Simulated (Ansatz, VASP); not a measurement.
## Two plane-wave programs on Al2Au

```
Al Au
1.0
     0.00000    3.00233    3.00233
     3.00233    0.00000    3.00233
     3.00233    3.00233    0.00000
Al Au
2 1
Cartesian
  1.5012 1.5012 1.5012
  4.5035 4.5035 4.5035
  0.0000 0.0000 0.0000
```

Alike in both runs: task relaxation of cell and atoms; functional r2SCAN; dispersion rVV10; k mesh 12 × 12 × 12; occupations gaussian, width 0.1 eV; no spin polarisation.

|  | VASP | Ansatz |
| --- | --- | --- |
| version | VASP 6.6.1 | Ansatz 0.2.0 |
| potentials or method | VASP PAW PBE potentials, release 64 (Al, Au), cutoff 600 eV | scalar-relativistic, plane waves, PAW |
| valence electrons in the cell | 17 | 25 |

VASP gave:

- gap on the k mesh at the Fermi level, each at its own relaxed structure (eV): none
- relaxed volume (Å³/atom): 17.95
- relaxed cell length with the largest relative difference (Å): 4.239

Problem. Estimate Ansatz's values.

Solution. gap on the k mesh at the Fermi level, each at its own relaxed structure (eV): none; relaxed volume (Å³/atom): 17.96; relaxed cell length with the largest relative difference (Å): 4.240.

VASP's potentials were made for PBE, not for r2SCAN. A gap of «none» marks a metal or a gap that the smearing closes. VASP's potentials hold 17 valence electrons a cell and Ansatz's 25, so a difference there can come from the potentials and not from the codes.

Neither program's run includes spin-orbit coupling.
